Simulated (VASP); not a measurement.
# ZnS (F-43m) in VASP: further runs

ZnS is run at these levels: PBE; tasks: single point.

All numbers are computed with VASP 6.6.1; they aren't measurements. Logs are shortened: lines on timing, memory, paths and dates and some standing lists are left out, and cuts for length are marked.

### 1 The cell of the first run

It takes space group F-43m (No. 216, cubic). Conventional cell: a = 5.444 Å, b = 5.444 Å, c = 5.444 Å, α = 90.00°, β = 90.00°, γ = 90.00°. Zn (site symmetry -43m) has 4 S at 2.36 Å within 3.1 Å. Within 3.1 Å of S (site symmetry -43m) lie 4 Zn at 2.36 Å.

### 2 Single point, PBE

The input, INCAR:

```
SYSTEM = ZnS
  PREC = Accurate
  ENCUT = 500
  EDIFF = 1E-6
  ISMEAR = 0
  SIGMA = 0.02
  LREAL = .FALSE.
  LASPH = .TRUE.
  NELM = 120
  ALGO = Normal
  ISIF = 2
  LWAVE = .FALSE.
  LCHARG = .FALSE.
  GGA = PE
  NBANDS = 16
  GGA_COMPAT = .FALSE.
```

The input, KPOINTS:

```
Automatic mesh
0
G
  8 8 8
  0 0 0
```

The input, POSCAR:

```
ZnS
1.0
    0.0000000000      2.7218243430      2.7218243430
    2.7218243430      0.0000000000      2.7218243430
    2.7218243430      2.7218243430      0.0000000000
Zn S
1 1
Direct
    0.0000000000      0.0000000000      0.0000000000
    0.2500000000      0.2500000000      0.2500000000
```

Potentials or basis: VASP PAW PBE potentials, release 64 (Zn, S).

Launch:

```bash
cat potpaw_PBE.64/Zn/POTCAR potpaw_PBE.64/S/POTCAR > POTCAR
mpirun -np 1 vasp_std > vasp.out
```

OUTCAR:

```text
SYSTEM = ZnS
   PREC = Accurate
   ENCUT = 500
   EDIFF = 1E-6
   ISMEAR = 0
   LREAL = .FALSE.
   LASPH = .TRUE.
   NELM = 120
   ISIF = 2
   GGA = PE

 ion  position               nearest neighbor table
   1  0.000  0.000  0.000-   2 2.36   2 2.36   2 2.36   2 2.36
   2  0.250  0.250  0.250-   1 2.36   1 2.36   1 2.36   1 2.36

  LATTYP: Found a face centered cubic cell.
 ALAT       =     5.4436486860

  Lattice vectors:

 A1 = (   0.0000000000,   2.7218243430,   2.7218243430)
 A2 = (   2.7218243430,   0.0000000000,   2.7218243430)
 A3 = (   2.7218243430,   2.7218243430,   0.0000000000)

Analysis of symmetry for initial positions (statically):
=====================================================================
 Subroutine PRICEL returns:
 Original cell was already a primitive cell.

 Routine SETGRP: Setting up the symmetry group for a
 face centered cubic supercell.

 Subroutine GETGRP returns: Found 24 space group operations
 (whereof 24 operations were pure point group operations)
 out of a pool of 48 trial point group operations.

The static configuration has the point symmetry T_d .

Analysis of symmetry for dynamics (positions and initial velocities):
=====================================================================
 Subroutine PRICEL returns:
 Original cell was already a primitive cell.

 Routine SETGRP: Setting up the symmetry group for a
 face centered cubic supercell.

 Subroutine GETGRP returns: Found 24 space group operations
 (whereof 24 operations were pure point group operations)
 out of a pool of 48 trial point group operations.

The dynamic configuration has the point symmetry T_d .

 Subroutine INISYM returns: Found 24 space group operations
 (whereof 24 operations are pure point group operations),
 and found     1 'primitive' translations

----------------------------------------------------------------------------------------

                                     Primitive cell

  volume of cell :      40.3283

  direct lattice vectors                    reciprocal lattice vectors
     0.000000000  2.721824343  2.721824343    -0.183700319  0.183700319  0.183700319
     2.721824343  0.000000000  2.721824343     0.183700319 -0.183700319  0.183700319
     2.721824343  2.721824343  0.000000000     0.183700319  0.183700319 -0.183700319

  length of vectors
     3.849240900  3.849240900  3.849240900     0.318178286  0.318178286  0.318178286

  position of ions in fractional coordinates (direct lattice)
     0.000000000  0.000000000  0.000000000
     0.250000000  0.250000000  0.250000000

  ion indices of the primitive-cell ions
   primitive index   ion index
                 1           1
                 2           2

----------------------------------------------------------------------------------------

 KPOINTS: Automatic mesh

Automatic generation of k-mesh.
 Grid dimensions read from file:
 generate k-points for:    8    8    8

 Generating k-lattice:

  Cartesian coordinates                     Fractional coordinates (reciprocal lattice)
    -0.022962540  0.022962540  0.022962540     0.125000000  0.000000000  0.000000000
     0.022962540 -0.022962540  0.022962540     0.000000000  0.125000000  0.000000000
     0.022962540  0.022962540 -0.022962540     0.000000000  0.000000000  0.125000000

  Length of vectors
     0.039772286  0.039772286  0.039772286

  Shift w.r.t. Gamma in fractional coordinates (k-lattice)
     0.000000000  0.000000000  0.000000000

 Subroutine IBZKPT returns following result:
 ===========================================

 Found     29 irreducible k-points:

 Following reciprocal coordinates:
            Coordinates               Weight
  0.000000  0.000000  0.000000      1.000000
  0.125000  0.000000  0.000000      8.000000
  0.250000  0.000000  0.000000      8.000000
  0.375000  0.000000  0.000000      8.000000
  0.500000  0.000000  0.000000      4.000000
  0.125000  0.125000  0.000000      6.000000
[... 16 lines left out ...]
  0.500000  0.250000  0.125000     48.000000
 -0.375000  0.250000  0.125000     24.000000
 [... further k-points ...]
   k-points           NKPTS =     29   k-points in BZ     NKDIM =     29   number of bands    NBANDS=     16
   number of dos      NEDOS =    301   number of ions     NIONS =      2
   total plane-waves  NPLWV =  21952
   dimension x,y,z NGX =    28 NGY =   28 NGZ =   28
   dimension x,y,z NGXF=    56 NGYF=   56 NGZF=   56
   ions per type =               1   1
   NGX,Y,Z   is equivalent  to a cutoff of  12.09, 12.09, 12.09 a.u.
   NGXF,Y,Z  is equivalent  to a cutoff of  24.19, 24.19, 24.19 a.u.
 SYSTEM =  ZnS
   PREC   = accura    normal or accurate (medium, high low for compatibility)
   ISTART =      0    job   : 0-new  1-cont  2-samecut
   ICHARG =      2    charge: 1-file 2-atom 10-const
   ISPIN  =      1    spin polarized calculation?
   LNONCOLLINEAR =      F non collinear calculations
   LSORBIT =      F    spin-orbit coupling
   LASPH  =      T    aspherical Exc in radial PAW
   ENCUT  =  500.0 eV  36.75 Ry    6.06 a.u.   7.02  7.02  7.02*2*pi/ulx,y,z
   NELM   =    120;   NELMIN=  2; NELMDL= -5     # of ELM steps
   EDIFF  = 0.1E-05   stopping-criterion for ELM
   LREAL  =      F    real-space projection
   EDIFFG = 0.1E-04   stopping-criterion for IOM
   NSW    =      0    number of steps for IOM
   IBRION =     -1    ionic relax: 0-MD 1-quasi-New 2-CG
   NFREE  =      0    steps in history (QN), initial steepest desc. (CG)
   ISIF   =      2    stress and relaxation
   ISYM   =      2    0-nonsym 1-usesym 2-fastsym
   POTIM  = 0.5000    time-step for ionic-motion
   TEBEG  =    0.0;   TEEND  =   0.0 temperature during run
   PSTRESS=    0.0 pullay stress
   NELECT =      18.0000    total number of electrons
   NUPDOWN=      -1.0000    fix difference up-down
   EMIN   =  10.00;   EMAX   =-10.00  energy-range for DOS
   EFERMI =   0.00;   METHOD = LEGACY
   ISMEAR =     0;   SIGMA  =   0.02  broadening in eV -4-tet -1-fermi 0-gaus
   EFERMI_NEDOS =   21; number of points for ismear=-14 and -15
   IALGO  =     38    algorithm
   IMIX   =      4    mixing-type and parameters
     AMIX     =   0.40;   BMIX     =  1.00
     AMIX_MAG =   1.60;   BMIX_MAG =  1.00
  volume/ion in A,a.u.               =      20.16       136.07
  Fermi-wavevector in a.u.,A,eV,Ry     =   1.251110  2.364256 21.296884  1.565277
  Thomas-Fermi vector in A             =   2.385073
   LORBIT       =      0    0 simple, 1 ext, 2 COOP (PROOUT), +10 PAW based schemes
   GGA     = PE    functional components
   LHFCALC =     F    Hartree Fock is set to
   AEXX    =    0.0000 exact exchange contribution
   IVDW    =     0    specifies the selected vdW correction
   LEPSILON=     F    determine dielectric tensor
   LRPA    =     F    only Hartree local field effects (RPA)
 non-spin polarized calculation
 Gauss-broadening in eV      SIGMA  =   0.02
  energy-cutoff  :      500.00
  volume of cell :       40.33
 maximum number of plane-waves:      1036
   NGX = 13   NGY = 13   NGZ = 13

 number of electron      17.9999988 magnetization

 Free energy of the ion-electron system (eV)
  ---------------------------------------------------
  ext. energy  EPLUGINS =         0.00000000
  ---------------------------------------------------
  free energy    TOTEN  =        -6.85211958 eV

  energy without entropy =       -6.85211958  energy(sigma->0) =       -6.85211958

 E-fermi :   2.0291     XC(G=0):  -9.5274

 val. band max:        1.9053974469   @ k =   0.0000   0.0000   0.0000
 cond. band min:       3.9234827636   @ k =   0.0000   0.0000   0.0000
 fundamental gap:      2.0180853167
 Fermi energy:         2.0291403375

 k-point     1 :       0.0000    0.0000    0.0000
  band No.  band energies     occupation
      1     -11.0846      2.00000
      2      -4.3496      2.00000
      3      -4.3496      2.00000
      4      -4.3496      2.00000
      5      -3.8772      2.00000
      6      -3.8772      2.00000
[... 8 lines left out ...]
     15      13.6420      0.00000
     16      13.6527      0.00000

 k-point     2 :       0.1250    0.0000    0.0000
  band No.  band energies     occupation
      1     -10.9723      2.00000
      2      -4.3466      2.00000
      3      -4.3296      2.00000
      4      -4.3296      2.00000
      5      -3.8787      2.00000
      6      -3.8787      2.00000
[... 8 lines left out ...]
     15      13.0592      0.00000
     16      14.4470      0.00000

 k-point     3 :       0.2500    0.0000    0.0000
  band No.  band energies     occupation
      1     -10.6797      2.00000
      2      -4.2953      2.00000
      3      -4.2856      2.00000
      4      -4.2856      2.00000
      5      -3.8756      2.00000
      6      -3.8756      2.00000
[... 8 lines left out ...]
     15      12.8599      0.00000
     16      14.0499      0.00000

 k-point     4 :       0.3750    0.0000    0.0000
  band No.  band energies     occupation
      1     -10.3488      2.00000
      2      -4.2508      2.00000
      3      -4.2508      2.00000
      4      -4.0781      2.00000
      5      -3.8597      2.00000
      6      -3.8597      2.00000
[... 8 lines left out ...]
     15      13.9423      0.00000
     16      13.9423      0.00000

 k-point     5 :       0.5000    0.0000    0.0000
  band No.  band energies     occupation
      1     -10.1973      2.00000
      2      -4.2398      2.00000
      3      -4.2398      2.00000
      4      -3.8486      2.00000
      5      -3.8486      2.00000
      6      -3.6817      2.00000
[... 8 lines left out ...]
     15      15.2559      0.00000
     16      15.2559      0.00000

 k-point     6 :       0.1250    0.1250    0.0000
  band No.  band energies     occupation
      1     -10.9349      2.00000
      2      -4.3662      2.00000
      3      -4.3122      2.00000
      4      -4.3122      2.00000
      5      -3.8926      2.00000
      6      -3.8668      2.00000
[... 8 lines left out ...]
     15      13.8422      0.00000
     16      14.9342      0.00000

 k-point     7 :       0.2500    0.1250    0.0000
  band No.  band energies     occupation
      1     -10.7016      2.00000
      2      -4.3540      2.00000
      3      -4.2657      2.00000
      4      -4.2640      2.00000
      5      -3.8997      2.00000
      6      -3.8572      2.00000
[... 8 lines left out ...]
     15      13.8223      0.00000
     16      15.4954      0.00000

 k-point     8 :       0.3750    0.1250    0.0000
  band No.  band energies     occupation
      1     -10.3786      2.00000
      2      -4.2773      2.00000
      3      -4.2243      2.00000
      4      -4.1591      2.00000
      5      -3.8747      2.00000
      6      -3.8460      2.00000
[... 8 lines left out ...]
     15      14.5621      0.00000
     16      14.9071      0.00000

 k-point     9 :       0.5000    0.1250    0.0000
  band No.  band energies     occupation
      1     -10.1589      2.00000
      2      -4.2409      2.00000
      3      -4.2098      2.00000
      4      -3.9220      2.00000
      5      -3.8457      2.00000
      6      -3.7173      2.00000
[... 8 lines left out ...]
     15      15.2743      0.00000
     16      15.3008      0.00000
[... 172 lines left out ...]
 k-point    19 :       0.5000    0.3750    0.0000
  band No.  band energies     occupation
      1      -9.9488      2.00000
      2      -4.3234      2.00000
      3      -4.0556      2.00000
      4      -4.0365      2.00000
      5      -3.8183      2.00000
      6      -3.6894      2.00000
[... 8 lines left out ...]
     15      15.5471      0.00000
     16      16.6075      0.00000

 k-point    20 :      -0.3750    0.3750    0.0000
  band No.  band energies     occupation
      1      -9.9218      2.00000
      2      -4.2614      2.00000
      3      -4.0814      2.00000
      4      -3.9746      2.00000
      5      -3.8438      2.00000
      6      -3.5478      2.00000
[... 8 lines left out ...]
     15      14.3353      0.00000
     16      17.5384      0.00000

 k-point    21 :       0.5000    0.5000    0.0000
  band No.  band energies     occupation
      1      -9.8993      2.00000
      2      -4.3574      2.00000
      3      -4.0240      2.00000
      4      -4.0240      2.00000
      5      -3.8062      2.00000
      6      -3.6687      2.00000
[... 8 lines left out ...]
     15      15.5902      0.00000
     16      16.3713      0.00000

 k-point    22 :       0.3750    0.2500    0.1250
  band No.  band energies     occupation
      1     -10.4507      2.00000
      2      -4.3188      2.00000
      3      -4.2226      2.00000
      4      -4.1953      2.00000
      5      -3.8975      2.00000
      6      -3.8412      2.00000
[... 8 lines left out ...]
     15      14.6302      0.00000
     16      16.8506      0.00000

 k-point    23 :       0.5000    0.2500    0.1250
  band No.  band energies     occupation
      1     -10.1746      2.00000
      2      -4.2392      2.00000
      3      -4.1927      2.00000
      4      -4.0494      2.00000
      5      -3.8596      2.00000
      6      -3.8048      2.00000
[... 8 lines left out ...]
     15      15.5566      0.00000
     16      16.1395      0.00000

 k-point    24 :      -0.3750    0.2500    0.1250
  band No.  band energies     occupation
      1     -10.0513      2.00000
      2      -4.2255      2.00000
      3      -4.1729      2.00000
      4      -3.9247      2.00000
      5      -3.8648      2.00000
      6      -3.6186      2.00000
[... 8 lines left out ...]
     15      15.2857      0.00000
     16      16.0645      0.00000

 [... further k-points ...]

------------------------ aborting loop because EDIFF is reached ----------------------------------------

  FORCE on cell =-STRESS in cart. coord.  units (eV):
  Direction    XX          YY          ZZ          XY          YZ          ZX
  --------------------------------------------------------------------------------------
  -------------------------------------------------------------------------------------
  Total        0.0343507      0.0343507      0.0343507     -0.0000000      0.0000000     -0.0000000
  in kB        1.3646940      1.3646940      1.3646940     -0.0000000      0.0000000     -0.0000000
  external PRESSURE =       1.3646940 kB  Pullay stress =       0.0000000 kB

 VOLUME and BASIS-vectors are now :
 -----------------------------------------------------------------------------
  energy-cutoff  :      500.00
  volume of cell :       40.33
      direct lattice vectors                 reciprocal lattice vectors
     0.000000000  2.721824343  2.721824343    -0.183700319  0.183700319  0.183700319
     2.721824343  0.000000000  2.721824343     0.183700319 -0.183700319  0.183700319
     2.721824343  2.721824343  0.000000000     0.183700319  0.183700319 -0.183700319

 POSITION                                       TOTAL-FORCE (eV/Angst)
 -----------------------------------------------------------------------------------
      0.00000      0.00000      0.00000         0.000000     -0.000000     -0.000000
      1.36091      1.36091      1.36091        -0.000000      0.000000      0.000000
 -----------------------------------------------------------------------------------
    total drift:                                0.000000      0.000000      0.000000

  FREE ENERGIE OF THE ION-ELECTRON SYSTEM (eV)
  ---------------------------------------------------
  free  energy   TOTEN  =        -6.8521195837 eV

  energy  without entropy=       -6.8521195837  energy(sigma->0) =       -6.85211958
```

Wall time 8.7 s (1 thread of Intel Xeon 6975P-C (Granite Rapids), shared host); peak memory 0.16 GiB.

What came out:

```
Free energy            : -6.8521 eV
Pressure               : 0.1 GPa
Band gap on the k mesh : 2.02 eV
```

(Continued in part 2 of 2.)
